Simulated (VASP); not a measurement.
Crystal: LaAl2N3.

```
La N Al
1.0
    -1.72576    1.72576    6.43228
     1.72576   -1.72576    6.43228
     1.72576    1.72576   -6.43228
La N Al
1 3 2
Direct
  0.00000 0.00000 0.00000
  0.81625 0.81625 0.00000
  0.18375 0.18375 0.00000
  0.50000 0.50000 0.00000
  0.32760 0.32760 0.00000
  0.67240 0.67240 0.00000
```

Base run:

| Item | Value |
| --- | --- |
| Program | VASP 6.6.1 |
| Functional | r2SCAN |
| Potentials or basis | VASP PAW PBE potentials, release 64 (La, N, Al) |
| Cutoff | 520 eV |
| k mesh | 10 × 10 × 10 |
| Occupations | fermi-dirac, width 0.02 eV |
| Spin | no spin polarisation |

Its results: band gap on the k mesh 0.59 eV (least direct gap 1.44 eV); pressure -0.5 GPa; largest force 0.057 eV/Å.

**Question.** The run is repeated on the same cell with these changes: functional from r2SCAN to PBE; further incar settings from ALGO = Normal; EDIFF = 1e-07; NBANDS = 25 to ALGO = Normal; EDIFF = 1e-06; NBANDS = 25. What comes out?

**Answer.** Band gap on the k mesh 0.11 eV (least direct gap 0.95 eV); pressure 2.2 GPa; largest force 0.232 eV/Å.

Caveats: spin-orbit coupling is left out, which moves the levels of the heavy elements; the PAW data sets were made with another functional, which shifts forces and pressure a little (at least some runs).

A k mesh can miss the band edges.
